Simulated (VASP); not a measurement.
A run of VASP 6.6.1 is set up as follows.

File INCAR:

```
SYSTEM = MgI2
  PREC = Accurate
  ENCUT = 520
  EDIFF = 1E-6
  ISMEAR = 0
  SIGMA = 0.05
  LREAL = .FALSE.
  LASPH = .TRUE.
  NELM = 60
  ALGO = Normal
  ISIF = 2
  LWAVE = .FALSE.
  LCHARG = .FALSE.
  GGA = PE
  IVDW = 12
  NBANDS = 15
```

Contents of KPOINTS:

```
Automatic mesh
0
G
  6 6 4
  0 0 0
```

Contents of POSCAR:

```
MgI2
1.0
    3.8214041117      0.0000000000      0.0000000000
   -1.9107020558      3.3094330388      0.0000000000
    0.0000000000      0.0000000000      7.4109600000
Mg I
1 2
Direct
    0.0000000000      0.0000000000      0.0000000000
    0.3333333333      0.6666666667      0.7576300000
    0.6666666667      0.3333333333      0.2423700000
```

Potentials or basis: VASP PAW PBE potentials, release 64 (Mg, I).

Command:

```bash
$ cat potpaw_PBE.64/Mg/POTCAR potpaw_PBE.64/I/POTCAR > POTCAR
$ mpirun -np 1 vasp_std > vasp.out
```

Question: Predict the pressure.

Answer: 3.5 GPa.

Question: Predict the largest force.

Answer: 0.025 eV/Å.

Question: What does it give for the band gap on the k mesh?

Answer: 3.02 eV, indirect (least direct gap 3.51 eV).

Stress tensor (GPa, compression positive):
```
 5.80  0.00  0.00
 0.00  5.80  0.00
 0.00  0.00 -1.07
```

Caveat: the cell differs from its parent crystal (strain -0.080 along x and y, +0.080 along z); spin-orbit coupling is left out, which moves the levels of the heavy elements. A k mesh can miss the band edges.
